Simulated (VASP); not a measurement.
Runs of VASP 6.6.1 on Y2CF2. The structure is that of space group P-3m1 (No. 164), or close to it. The cells are those of the table. 

```tsv
level	potentials or basis	cell	k mesh	smearing	gap on the mesh (eV)	pressure (GPa)	largest force (eV/Å)
r2SCAN	VASP PAW PBE potentials, release 64 (Y_sv, C, F)	a = 3.664, b = 3.664, c = 6.321 Å, angles 90.0, 90.0, 120.0°, 5 atoms	12 × 12 × 4	fermi-dirac 0.02 eV	(c)	0.0	0.01
PBE	VASP PAW PBE potentials, release 64 (Y_sv, C, F)	a = 3.664, b = 3.664, c = 6.321 Å, angles 90.0, 90.0, 120.0°, 5 atoms	6 × 6 × 2	gaussian 0.01 eV	1.14	1.6	0.23
PBE	VASP PAW PBE potentials, release 64 (Y_sv, C, F)	a = 3.658, b = 3.658, c = 6.481 Å, angles 90.0, 90.0, 120.0°, 5 atoms	12 × 12 × 4	fermi-dirac 0.02 eV	1.13	-0.2	0.01
LDA	VASP PAW LDA potentials, release 64 (Y_sv, C, F)	a = 3.664, b = 3.664, c = 6.321 Å, angles 90.0, 90.0, 120.0°, 5 atoms	12 × 12 × 4	gaussian 0.01 eV	(d)	(b)	0.10
PBE	VASP PAW PBE potentials, release 64 (Y_sv, C, F)	a = 3.664, b = 3.664, c = 6.321 Å, angles 90.0, 90.0, 120.0°, 5 atoms	12 × 12 × 4	fermi-dirac 0.02 eV	1.14	1.6	0.22
PBEsol	VASP PAW PBE potentials, release 64 (Y_sv, C, F)	a = 3.626, b = 3.626, c = 6.329 Å, angles 90.0, 90.0, 120.0°, 5 atoms	12 × 12 × 4	fermi-dirac 0.02 eV	1.06	-0.2	0.01
LDA	VASP PAW LDA potentials, release 64 (Y_sv, C, F)	a = 3.600, b = 3.600, c = 6.210 Å, angles 90.0, 90.0, 120.0°, 5 atoms	12 × 12 × 4	fermi-dirac 0.02 eV	1.01	(a)	0.01
```

Alike in all rows: task single point; no spin polarisation; cutoff (eV) 520.

Task: Estimate the missing entries.

Result: (a) 0.1; (b) -6.5; (c) 1.44; (d) 1.04.

Caveats: some runs use coarse meshes; the PAW data sets were made with another functional, which shifts forces and pressure a little (some runs).

A k mesh can miss the band edges, and the runs leave out spin-orbit coupling on Y.
